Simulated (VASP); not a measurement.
Wanted: the native input for a VASP 6.6.1 run.

```
Task                   : single point
Functional             : r2SCAN
Potentials or basis    : VASP PAW PBE potentials, release 64 (Sn_d, Se)
Cutoff                 : 520 eV
k mesh                 : 10 × 10 × 10
Occupations            : gaussian, width 0.05 eV
Spin                   : no spin polarisation
Dipole correction      : no
Further INCAR settings : ALGO = Normal; EDIFF = 1e-07; NBANDS = 17
```

Crystal: SnSe.

```xyz
2
Lattice="0.0000 3.0100 3.0100 2.9649 0.0000 3.0100 2.9649 3.0100 0.0000" Properties=species:S:1:pos:R:3 pbc="T T T"
Sn    0.0000    0.0000    0.0000
Se    2.9649    3.0100    3.0100
```

This cell differs from its parent crystal: strain -0.0150 x Voigt [1, 0, 0, 0, 0, 0].

One way to write it, as run:

POSCAR

```
SnSe
1.0
    0.0000000000      3.0100000000      3.0100000000
    2.9648500000      0.0000000000      3.0100000000
    2.9648500000      3.0100000000      0.0000000000
Sn Se
1 1
Direct
    0.0000000000      0.0000000000      0.0000000000
    0.5000000000      0.5000000000      0.5000000000
```

INCAR.step1

```
SYSTEM = SnSe
  PREC = Accurate
  ENCUT = 520
  ISMEAR = 0
  SIGMA = 0.05
  LREAL = .FALSE.
  LASPH = .TRUE.
  NELM = 100
  NBANDS = 17
  GGA = PE
  ALGO = Normal
  EDIFF = 1E-4
  LWAVE = .TRUE.
  LCHARG = .FALSE.
```

INCAR.step2

```
SYSTEM = SnSe
  PREC = Accurate
  ENCUT = 520
  EDIFF = 1E-7
  ISMEAR = 0
  SIGMA = 0.05
  LREAL = .FALSE.
  LASPH = .TRUE.
  NELM = 100
  ALGO = Normal
  ISIF = 2
  LWAVE = .FALSE.
  LCHARG = .FALSE.
  METAGGA = R2SCAN
  LMIXTAU = .TRUE.
  NBANDS = 17
  ISTART = 1
```

KPOINTS

```
regular mesh
0
G
  10 10 10
  0 0 0
```

Potentials or basis: VASP PAW PBE potentials, release 64 (Sn_d, Se).

The run is started by

```bash
$ cat potpaw_PBE.64/Sn_d/POTCAR potpaw_PBE.64/Se/POTCAR > POTCAR
$ cp INCAR.step1 INCAR
$ mpirun -np 1 vasp_std > vasp.out
$ cp INCAR.step2 INCAR
$ mpirun -np 1 vasp_std > vasp.out
```

Results of the run:

```
Pressure               : 0.8 GPa
Band gap on the k mesh : 0.48 eV (least direct gap 0.53 eV)
```

Caveat: the cell differs from its parent crystal (strain -0.0150 x Voigt [1, 0, 0, 0, 0, 0]); semilocal functionals underestimate gaps, and a narrow one can read as zero; the PAW data sets were made with another functional, which shifts forces and pressure a little; spin-orbit coupling is left out, which moves the levels of the heavy elements.

Wall time 5.8 min on 1 thread of Intel Xeon 8259CL, with other jobs on the host, peak memory 0.25 GiB.
